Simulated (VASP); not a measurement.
## WC (rocksalt type): single point with PBE

The system is WC (rocksalt type).

```
W C
1.0
     0.00000    2.19008    2.19008
     2.19008    0.00000    2.19008
     2.19008    2.19008    0.00000
W C
1 1
Direct
  0.00000 0.00000 0.00000
  0.50000 0.50000 0.50000
```

```
Program                 : VASP 6.6.1
Task                    : single point
Functional              : PBE
Potentials or basis     : VASP PAW PBE potentials, release 64 (W_sv, C)
Cutoff                  : 520 eV
k mesh                  : 15 × 15 × 15
Occupations             : fermi-dirac, width 0.08 eV
Spin                    : no spin polarisation
Dipole correction       : no
k mesh for the DOS      : 23 × 23 × 23
Occupations for the DOS : tetrahedron
Further INCAR settings  : ALGO = Normal; EDIFF = 1e-06
```

| Item | Value |
| --- | --- |
| Valence electrons inside the program's atomic spheres | W 12.06; C 2.44 |

Levels at points of the mesh, in eV from the Fermi level:
```tsv
k point	band 6	band 7	band 8	band 9	band 10	band 11	band 12	band 13
(0.00, 0.00, 0.00)	-2.74	-2.74	-2.74	-1.06	-1.06	-1.06	-0.95	-0.95
```

It took 45 s on 1 thread of Intel(R) Xeon(R) Platinum 8259CL CPU @ 2.50GHz (Skylake/Cascade Lake) (shared host), peak memory 0.22 GiB.

Caveat: the highest band is partly filled, so the run has too few bands; spin-orbit coupling is left out, which moves the levels of the heavy elements.
